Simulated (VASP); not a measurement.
# Cu (P6_3/mmc) in VASP: notebook

The runs below take Cu through single point, with PBE.

Everything below comes from runs of VASP 6.6.1. Logs are shortened: lines on timing, memory, paths and dates and some standing lists are left out, and cuts for length are marked.

## (1) The cell of the first run

Symmetry: P6_3/mmc, No. 194, hexagonal system. The conventional cell has a = 2.443 Å, b = 2.443 Å, c = 7.987 Å, α = 90.00°, β = 90.00°, γ = 120.00°. Cu (site symmetry -3m) has 12 Cu at 2.44 Å within 3.2 Å. Cu (site symmetry -6m2) has 12 Cu at 2.44 Å within 3.2 Å.

This isn't the form of Cu at room conditions, which is fcc.

## (2) Single point, PBE

INCAR reads:

```
PREC = Accurate
ENCUT = 520
EDIFF = 1E-6
ISMEAR = 0
SIGMA = 0.1
LREAL = False
LASPH = True
NELM = 100
ALGO = Fast
ISIF = 2
LWAVE = False
LCHARG = False
GGA = PE
NBANDS = 30
```

KPOINTS reads:

```
Automatic mesh
0
Gamma
  18 18 6
```

POSCAR reads:

```
Cu
1.0
    2.4432696961      0.0000000000      0.0000000000
   -1.2216348481      2.1159336252      0.0000000000
    0.0000000000      0.0000000000      7.9866817653
Cu
4
Direct
    0.0000000000      0.0000000000      0.0000000000
    0.3333333333      0.6666666667      0.2500000000
    0.0000000000      0.0000000000      0.5000000000
    0.6666666667      0.3333333333      0.7500000000
```

Potentials or basis: VASP PAW PBE potentials, release 64 (Cu).

Launch:

```sh
cat potpaw_PBE.64/Cu/POTCAR > POTCAR
mpirun -np 1 vasp_std > vasp.out
```

OUTCAR:

```text
PREC = Accurate
   ENCUT = 520
   EDIFF = 1E-6
   ISMEAR = 0
   LREAL = False
   LASPH = True
   NELM = 100
   ISIF = 2
   GGA = PE

 ion  position               nearest neighbor table
   1  0.000  0.000  0.000-   2 2.44   4 2.44   4 2.44   2 2.44   4 2.44   2 2.44
   2  0.333  0.667  0.250-   1 2.44   3 2.44   1 2.44   3 2.44   1 2.44   3 2.44
   3  0.000  0.000  0.500-   2 2.44   4 2.44   4 2.44   2 2.44   4 2.44   2 2.44
   4  0.667  0.333  0.750-   1 2.44   3 2.44   1 2.44   3 2.44   1 2.44   3 2.44

  LATTYP: Found a hexagonal cell.
 ALAT       =     2.4432696961
 C/A-ratio  =     3.2688498441

  Lattice vectors:

 A1 = (   2.4432696961,   0.0000000000,   0.0000000000)
 A2 = (  -1.2216348481,   2.1159336252,   0.0000000000)
 A3 = (   0.0000000000,   0.0000000000,   7.9866817653)

Analysis of symmetry for initial positions (statically):
=====================================================================
 Subroutine PRICEL returns:
 Original cell was already a primitive cell.

 Routine SETGRP: Setting up the symmetry group for a
 hexagonal supercell.

 Subroutine GETGRP returns: Found 24 space group operations
 (whereof 12 operations were pure point group operations)
 out of a pool of 24 trial point group operations.

The static configuration has the point symmetry D_3d.
 The point group associated with its full space group is D_6h.

Analysis of symmetry for dynamics (positions and initial velocities):
=====================================================================
 Subroutine PRICEL returns:
 Original cell was already a primitive cell.

 Routine SETGRP: Setting up the symmetry group for a
 hexagonal supercell.

 Subroutine GETGRP returns: Found 24 space group operations
 (whereof 12 operations were pure point group operations)
 out of a pool of 24 trial point group operations.

The dynamic configuration has the point symmetry D_3d.
 The point group associated with its full space group is D_6h.

 Subroutine INISYM returns: Found 24 space group operations
 (whereof 12 operations are pure point group operations),
 and found     1 'primitive' translations

----------------------------------------------------------------------------------------

                                     Primitive cell

[... 91 lines left out ...]
   LASPH  =      T    aspherical Exc in radial PAW
   ENCUT  =  520.0 eV  38.22 Ry    6.18 a.u.   4.54  4.54 14.85*2*pi/ulx,y,z
   NELM   =    100;   NELMIN=  2; NELMDL= -5     # of ELM steps
   EDIFF  = 0.1E-05   stopping-criterion for ELM
   LREAL  =      F    real-space projection
   EDIFFG = 0.1E-04   stopping-criterion for IOM
   NSW    =      0    number of steps for IOM
   IBRION =     -1    ionic relax: 0-MD 1-quasi-New 2-CG
   NFREE  =      0    steps in history (QN), initial steepest desc. (CG)
   ISIF   =      2    stress and relaxation
   ISYM   =      2    0-nonsym 1-usesym 2-fastsym
   POTIM  = 0.5000    time-step for ionic-motion
   TEBEG  =    0.0;   TEEND  =   0.0 temperature during run
   PSTRESS=    0.0 pullay stress
   NELECT =      44.0000    total number of electrons
   NUPDOWN=      -1.0000    fix difference up-down
   EMIN   =  10.00;   EMAX   =-10.00  energy-range for DOS
   EFERMI =   0.00;   METHOD = LEGACY
   ISMEAR =     0;   SIGMA  =   0.10  broadening in eV -4-tet -1-fermi 0-gaus
   EFERMI_NEDOS =   21; number of points for ismear=-14 and -15
   IALGO  =     68    algorithm
   IMIX   =      4    mixing-type and parameters
     AMIX     =   0.40;   BMIX     =  1.00
     AMIX_MAG =   1.60;   BMIX_MAG =  1.00
  volume/ion in A,a.u.               =      10.32        69.66
  Fermi-wavevector in a.u.,A,eV,Ry     =   1.672165  3.159934 38.043734  2.796136
  Thomas-Fermi vector in A             =   2.757360
   LORBIT       =      0    0 simple, 1 ext, 2 COOP (PROOUT), +10 PAW based schemes
   GGA     = PE    functional components
   LHFCALC =     F    Hartree Fock is set to
   AEXX    =    0.0000 exact exchange contribution
   IVDW    =     0    specifies the selected vdW correction
   LEPSILON=     F    determine dielectric tensor
   LRPA    =     F    only Hartree local field effects (RPA)
 non-spin polarized calculation
 RMM-DIIS sequential band-by-band and
 Gauss-broadening in eV      SIGMA  =   0.10
  energy-cutoff  :      520.00
  volume of cell :       41.29
 maximum number of plane-waves:      1140
   NGX =  9   NGY =  9   NGZ = 29

 number of electron      44.0000069 magnetization

 Free energy of the ion-electron system (eV)
  ---------------------------------------------------
  ext. energy  EPLUGINS =         0.00000000
  ---------------------------------------------------
  free energy    TOTEN  =       -14.33893353 eV

  energy without entropy =      -14.33226302  energy(sigma->0) =      -14.33559827

 E-fermi :   9.3538     XC(G=0): -13.5273

 val. band max:        9.3427154781   @ k =   0.2222   0.2222   0.0000
 cond. band min:       9.3653469380   @ k =   0.5000  -0.0000   0.5000
 fundamental gap:      0.0226314599
 Fermi energy:         9.3538497301

 k-point     1 :       0.0000    0.0000    0.0000
  band No.  band energies     occupation
      1      -1.0478      2.00000
      2       1.2607      2.00000
      3       1.2694      2.00000
      4       3.4786      2.00000
      5       5.5803      2.00000
      6       5.5858      2.00000
[... 781 lines left out ...]
     29      20.8944      0.00000
     30      21.6753      0.00000

 [... further k-points ...]

------------------------ aborting loop because EDIFF is reached ----------------------------------------

  FORCE on cell =-STRESS in cart. coord.  units (eV):
  Direction    XX          YY          ZZ          XY          YZ          ZX
  --------------------------------------------------------------------------------------
  -------------------------------------------------------------------------------------
  Total        7.8184618      7.8184618      7.8129696     -0.0000000      0.0000000      0.0000000
  in kB      303.3835813    303.3835813    303.1704641     -0.0000000      0.0000000      0.0000000
  external PRESSURE =     303.3125422 kB  Pullay stress =       0.0000000 kB

 VOLUME and BASIS-vectors are now :
 -----------------------------------------------------------------------------
  energy-cutoff  :      520.00
  volume of cell :       41.29
      direct lattice vectors                 reciprocal lattice vectors
     2.443269696  0.000000000  0.000000000     0.409287604  0.236302308  0.000000000
    -1.221634848  2.115933625  0.000000000     0.000000000  0.472604617  0.000000000
     0.000000000  0.000000000  7.986681765     0.000000000  0.000000000  0.125208444

 POSITION                                       TOTAL-FORCE (eV/Angst)
 -----------------------------------------------------------------------------------
      0.00000      0.00000      0.00000        -0.000000      0.000000      0.000000
     -0.00000      1.41062      1.99667         0.000000     -0.000000      0.000000
      0.00000      0.00000      3.99334        -0.000000      0.000000      0.000000
      1.22163      0.70531      5.99001        -0.000000      0.000000      0.000000
 -----------------------------------------------------------------------------------
    total drift:                                0.000000     -0.000000      0.000000

  FREE ENERGIE OF THE ION-ELECTRON SYSTEM (eV)
  ---------------------------------------------------
  free  energy   TOTEN  =       -14.3389335272 eV

  energy  without entropy=      -14.3322630180  energy(sigma->0) =      -14.33559827
```

OSZICAR:

```text
N       E                     dE             d eps       ncg     rms          rms(c)
DAV:   1     0.334833094376E+03    0.33483E+03   -0.19773E+04  9586   0.273E+03
DAV:   2     0.136317410627E+02   -0.32120E+03   -0.30879E+03  8880   0.400E+02
DAV:   3    -0.173107455166E+02   -0.30942E+02   -0.29599E+02  9776   0.170E+02
DAV:   4    -0.181167134349E+02   -0.80597E+00   -0.80447E+00 10136   0.370E+01
DAV:   5    -0.181290366084E+02   -0.12323E-01   -0.12322E-01 11128   0.453E+00    0.156E+01
RMM:   6    -0.152777355715E+02    0.28513E+01   -0.25260E+01  9828   0.759E+01    0.676E+00
RMM:   7    -0.143925768847E+02    0.88516E+00   -0.42828E+00  9739   0.333E+01    0.205E+00
RMM:   8    -0.143372310592E+02    0.55346E-01   -0.23693E-01 10529   0.341E+00    0.387E-01
RMM:   9    -0.143381023441E+02   -0.87128E-03   -0.52996E-02 10490   0.313E+00    0.137E-01
RMM:  10    -0.143386271047E+02   -0.52476E-03   -0.15082E-02 10791   0.127E+00    0.883E-02
RMM:  11    -0.143390508538E+02   -0.42375E-03   -0.28475E-03 11045   0.592E-01    0.133E-01
RMM:  12    -0.143388835585E+02    0.16730E-03   -0.10672E-03 10642   0.337E-01    0.808E-03
RMM:  13    -0.143389252526E+02   -0.41694E-04   -0.38469E-04 11481   0.151E-01    0.894E-03
RMM:  14    -0.143389305860E+02   -0.53334E-05   -0.46483E-05  9497   0.621E-02    0.710E-03
RMM:  15    -0.143389331848E+02   -0.25988E-05   -0.22330E-05  9252   0.398E-02    0.343E-03
RMM:  16    -0.143389335272E+02   -0.34247E-06   -0.15643E-06  6198   0.957E-03
   1 F= -.14338934E+02 E0= -.14335598E+02  d E =-.667051E-02
```

stdout:

```text
POSCAR found type information on POSCAR Cu
 POSCAR found :  1 types and       4 ions
 scaLAPACK will be used
 LDA part: xc-table for (Slater+PW92), standard interpolation
 POSCAR, INCAR and KPOINTS ok, starting setup
 FFT: planning ... GRIDC
 FFT: planning ... GRID_SOFT
 FFT: planning ... GRID
 WAVECAR not read
 entering main loop
WARNING in EDDRMM: call to ZHEGV failed, returncode =   8  4     29
```

Wall time 3.2 min (1 thread of Intel Xeon Platinum 8488C (Sapphire Rapids), shared host); peak memory 0.24 GiB.

What came out:

| Property | Result |
| --- | --- |
| Free energy | -14.3389 eV |
| Pressure | 30.3 GPa |
| Band gap on the k mesh | zero (bands 22 and 23 overlap by 5.59 eV) |

Levels at points of the mesh, in eV from the Fermi level:
| k point | band 19 | band 20 | band 21 | band 22 | band 23 | band 24 | band 25 | band 26 |
| --- | --- | --- | --- | --- | --- | --- | --- | --- |
| (0.00, 0.00, 0.00) | -2.33 | -2.14 | -2.14 | -1.79 | -1.79 | -1.40 | 4.50 | 13.63 |
| (0.50, 0.00, 0.00) | -1.62 | -1.60 | -0.87 | 0.25 | 1.12 | 1.74 | 5.36 | 5.37 |
| (0.00, 0.00, 0.50) | -2.49 | -2.49 | -1.93 | -1.93 | -1.93 | -1.93 | 7.74 | 7.74 |
| (0.50, 0.00, 0.50) | -1.63 | -1.63 | 0.01 | 0.01 | 1.49 | 1.49 | 5.81 | 5.81 |

Caveat: the cell stands under pressure.

## (3) Single point, PBE

This run uses another cell than the first one, of 10.98 Å³/atom.

INCAR reads:

```
PREC     = Accurate       # precision mode
ENCUT    = 520            # plane-wave cutoff, eV
EDIFF    = 1E-6           # SCF threshold, eV
ISMEAR   = 0              # smearing method
SIGMA    = 0.1            # smearing width, eV
LREAL    = False          # projectors in reciprocal space
LASPH    = True           # aspherical terms in the spheres
NELM     = 80             # most SCF steps
ALGO     = Fast           # electronic algorithm
ISIF     = 2              # what is computed and relaxed
LWAVE    = False          # write WAVECAR
LCHARG   = False          # write CHGCAR
GGA      = PE             # functional
NBANDS   = 30             # bands
```

KPOINTS is that of step 2.

POSCAR reads:

```
Cu
1.0
    2.4940435992      0.0000000000      0.0000000000
   -1.2470217996      2.1599051150      0.0000000000
    0.0000000000      0.0000000000      8.1513747049
Cu
4
Direct
    0.0000000000      0.0000000000      0.0000000000
    0.3333333333      0.6666666667      0.2500000000
    0.0000000000      0.0000000000      0.5000000000
    0.6666666667      0.3333333333      0.7500000000
```

Potentials or basis: VASP PAW PBE potentials, release 64 (Cu).

Launch:

```sh
cat potpaw_PBE.64/Cu/POTCAR > POTCAR
mpirun -np 1 vasp_std > vasp.out
```

It took 3.4 min on 1 thread of Intel Xeon Platinum 8488C (Sapphire Rapids), shared host; peak memory 0.26 GiB.

Results (log left out):

| Item | Value |
| --- | --- |
| Free energy | -14.7108 eV |
| Pressure | 15.6 GPa |
| Band gap on the k mesh | zero (bands 22 and 23 overlap by 5.38 eV) |

Levels at points of the mesh, in eV from the Fermi level:
| k point | band 18 | band 19 | band 20 | band 21 | band 22 | band 23 | band 24 | band 25 | band 26 | band 27 |
| --- | --- | --- | --- | --- | --- | --- | --- | --- | --- | --- |
| (0.00, 0.00, 0.00) | -2.21 | -2.21 | -2.03 | -2.03 | -1.71 | -1.71 | -1.19 | 4.17 | 13.10 | 13.10 |
| (0.50, 0.00, 0.00) | -1.56 | -1.56 | -1.54 | -0.72 | 0.35 | 1.07 | 1.66 | 5.01 | 5.02 | 8.91 |
| (0.00, 0.00, 0.50) | -2.34 | -2.34 | -2.34 | -1.84 | -1.84 | -1.84 | -1.84 | 7.36 | 7.36 | 19.64 |
| (0.50, 0.00, 0.50) | -1.65 | -1.57 | -1.57 | 0.05 | 0.05 | 1.44 | 1.44 | 5.49 | 5.49 | 7.42 |

Caveat: the cell stands under pressure.

## (4) Single point, PBE

This run uses another cell than the first one, of 11.38 Å³/atom.

INCAR reads:

```
SYSTEM = Cu
PREC = Accurate
ENCUT = 520
EDIFF = 1E-7
ISMEAR = 0
SIGMA = 0.1
LREAL = .False.
LASPH = .True.
NELM = 60
ALGO = Fast
ISIF = 2
LWAVE = .False.
LCHARG = .False.
GGA = PE
NBANDS = 30
```

KPOINTS reads:

```
regular mesh
0
Gamma
  18 18 6
  0 0 0
```

POSCAR reads:

```
Cu
1.0
    2.5241873477      0.0000000000      0.0000000000
   -1.2620936739      2.1860103670      0.0000000000
    0.0000000000      0.0000000000      8.2485071809
Cu
4
Direct
    0.0000000000      0.0000000000      0.0000000000
    0.3333333333      0.6666666667      0.2500000000
    0.0000000000      0.0000000000      0.5000000000
    0.6666666667      0.3333333333      0.7500000000
```

Launch:

```sh
cat potpaw_PBE.64/Cu/POTCAR > POTCAR
mpirun -np 1 vasp_std > vasp.out
```

It took 3.6 min on 1 thread of Intel Xeon Platinum 8488C (Sapphire Rapids), shared host; peak memory 0.26 GiB.

The run converged. Its results:

```yaml
Free_energy: -14.8312 eV
Pressure: 8.6 GPa
Band_gap_on_the_k_mesh: zero (bands 22 and 23 overlap by 5.27 eV)
```

Levels at points of the mesh, in eV from the Fermi level:
| k point | band 18 | band 19 | band 20 | band 21 | band 22 | band 23 | band 24 | band 25 | band 26 | band 27 |
| --- | --- | --- | --- | --- | --- | --- | --- | --- | --- | --- |
| (0.00, 0.00, 0.00) | -2.14 | -2.14 | -1.97 | -1.97 | -1.67 | -1.67 | -1.08 | 3.98 | 12.79 | 12.79 |
| (0.50, 0.00, 0.00) | -1.53 | -1.53 | -1.51 | -0.64 | 0.41 | 1.03 | 1.62 | 4.82 | 4.83 | 8.72 |
| (0.00, 0.00, 0.50) | -2.27 | -2.27 | -2.27 | -1.79 | -1.79 | -1.79 | -1.79 | 7.14 | 7.14 | 19.25 |
| (0.50, 0.00, 0.50) | -1.61 | -1.53 | -1.53 | 0.07 | 0.07 | 1.42 | 1.42 | 5.32 | 5.32 | 7.20 |

Caveat: the cell stands under pressure.

## (5) Single point, PBE

This run uses another cell than the first one, of 11.72 Å³/atom.

INCAR reads:

```
SYSTEM = Cu
PREC     = Accurate       ! precision mode
ENCUT    = 520            ! plane-wave cutoff, eV
EDIFF    = 1E-6           ! SCF threshold, eV
ISMEAR   = 0              ! smearing method
SIGMA    = 0.1            ! smearing width, eV
LREAL    = .FALSE.        ! projectors in reciprocal space
LASPH    = .TRUE.         ! aspherical terms in the spheres
NELM     = 100            ! most SCF steps
ALGO     = Fast           ! electronic algorithm
ISIF     = 2              ! what is computed and relaxed
LWAVE    = .FALSE.        ! write WAVECAR
LCHARG   = .TRUE.         ! write CHGCAR
GGA      = PE             ! functional
LELF     = .TRUE.         ! ELF
LVHAR    = .TRUE.       
NBANDS   = 30             ! bands
```

KPOINTS reads:

```
Automatic mesh
0
G
  18 18 6
  0 0 0
```

POSCAR reads:

```
Cu
1.0
    2.5496230298      0.0000000000      0.0000000000
   -1.2748115149      2.2080383139      0.0000000000
    0.0000000000      0.0000000000      8.3305089743
Cu
4
Direct
    0.0000000000      0.0000000000      0.0000000000
    0.3333333333      0.6666666667      0.2500000000
    0.0000000000      0.0000000000      0.5000000000
    0.6666666667      0.3333333333      0.7500000000
```

Launch:

```sh
cat potpaw_PBE.64/Cu/POTCAR > POTCAR
mpirun -np 1 vasp_std > vasp.out
```

Run time: 3.4 min. Hardware: 1 thread of Intel Xeon Platinum 8488C (Sapphire Rapids), shared host; peak memory 0.26 GiB.

It converged, with:

* Free energy: -14.8836 eV
* Pressure: 3.6 GPa
* Band gap on the k mesh: zero (bands 22 and 23 overlap by 5.18 eV)

Levels at points of the mesh, in eV from the Fermi level:
```csv
k point,band 18,band 19,band 20,band 21,band 22,band 23,band 24,band 25,band 26,band 27
"(0.00, 0.00, 0.00)",-2.08,-2.08,-1.92,-1.92,-1.64,-1.64,-0.98,3.83,12.54,12.54
"(0.50, 0.00, 0.00)",-1.50,-1.50,-1.48,-0.57,0.46,1.00,1.58,4.66,4.67,8.57
"(0.00, 0.00, 0.50)",-2.21,-2.21,-2.21,-1.76,-1.76,-1.76,-1.76,6.97,6.97,18.93
"(0.50, 0.00, 0.50)",-1.59,-1.51,-1.51,0.09,0.09,1.39,1.39,5.17,5.17,7.01
```

Caveat: the cell stands under pressure.

## (6) The runs side by side

| cell | further INCAR settings | gap on the mesh (eV) | pressure (GPa) |
| --- | --- | --- | --- |
| a = 2.443, b = 2.443, c = 7.987 Å, angles 90.0, 90.0, 120.0°, 4 atoms | ALGO = Fast; EDIFF = 1e-06; NBANDS = 30 | none | 30.3 |
| a = 2.494, b = 2.494, c = 8.151 Å, angles 90.0, 90.0, 120.0°, 4 atoms | ALGO = Fast; EDIFF = 1e-06; NBANDS = 30 | none | 15.6 |
| a = 2.524, b = 2.524, c = 8.249 Å, angles 90.0, 90.0, 120.0°, 4 atoms | ALGO = Fast; EDIFF = 1e-07; NBANDS = 30 | none | 8.6 |
| a = 2.550, b = 2.550, c = 8.331 Å, angles 90.0, 90.0, 120.0°, 4 atoms | ALGO = Fast; EDIFF = 1e-06; NBANDS = 30 | none | 3.6 |

Alike in all rows: task single point; level PBE; potentials or basis VASP PAW PBE potentials, release 64 (Cu); no spin polarisation; k mesh 18 × 18 × 6; cutoff (eV) 520; smearing gaussian 0.1 eV.

Caveats: the cell stands under pressure.

Absolute energies hang on the potentials; compare differences alone.
